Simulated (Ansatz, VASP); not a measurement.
## Rb in VASP and in Ansatz

```
Rb
1.0
     0.00000    3.63988    3.63988
     3.63988    0.00000    3.63988
     3.63988    3.63988    0.00000
Rb
1
Direct
  0.00000 0.00000 0.00000
```

Alike in both runs: task single point; functional PBE; k mesh 6 × 6 × 6; occupations fermi-dirac, width 0.05 eV; no spin polarisation.

|  | VASP | Ansatz |
| --- | --- | --- |
| version | VASP 6.6.1 | Ansatz 0.2.0 |
| potentials or method | VASP PAW PBE potentials, release 64 (Rb_sv), cutoff 520 eV | all-electron LAPW, scalar-relativistic |

|  | VASP | Ansatz | Ansatz less VASP |
| --- | --- | --- | --- |
| gap on the k mesh at the Fermi level (eV) | none | none | - |
| pressure (GPa) | -0.1 | -0.1 | 0.00 |

A gap of «none» marks a metal or a gap that the smearing closes. Ansatz ran all-electron here, and VASP with PAW potentials.
